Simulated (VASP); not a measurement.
CdSe: single point with PBE

CdSe:

```
CELL_PARAMETERS angstrom
0.00000 3.06778 3.06778
3.06778 0.00000 3.06778
3.06778 3.06778 0.00000
ATOMIC_POSITIONS crystal
Cd 0.00000 0.00000 0.00000
Se 0.25000 0.25000 0.25000
```

| Item | Value |
| --- | --- |
| Program | VASP 6.6.1 |
| Task | single point |
| Functional | PBE |
| Potentials or basis | VASP PAW PBE potentials, release 64 (Cd, Se) |
| Cutoff | 520 eV |
| k mesh | 8 × 8 × 8 |
| Occupations | fermi-dirac, width 0.02 eV |
| Spin | no spin polarisation |
| Dipole correction | no |
| Further INCAR settings | ALGO = Normal; EDIFF = 1e-06; NBANDS = 16 |

```yaml
Pressure: 1.7 GPa
Band_gap_on_the_k_mesh: 0.55 eV, direct
```

Levels at points of the mesh, in eV from the valence-band top:
| k point | band 6 | band 7 | band 8 | band 9 | band 10 | band 11 | band 12 | band 13 |
| --- | --- | --- | --- | --- | --- | --- | --- | --- |
| (0.00, 0.00, 0.00) | -7.50 | 0.00 | 0.00 | 0.00 | 0.55 | 5.93 | 5.93 | 5.93 |
| (0.50, 0.00, 0.00) | -7.23 | -4.24 | -0.71 | -0.71 | 2.36 | 6.44 | 6.44 | 7.35 |
| (0.50, 0.50, 0.00) | -7.17 | -3.96 | -1.77 | -1.77 | 3.19 | 3.73 | 8.99 | 10.06 |

Run time: 12 s on 1 thread of Intel(R) Xeon(R) 6975P-C (Granite Rapids), on a shared host, peak memory 0.18 GiB.
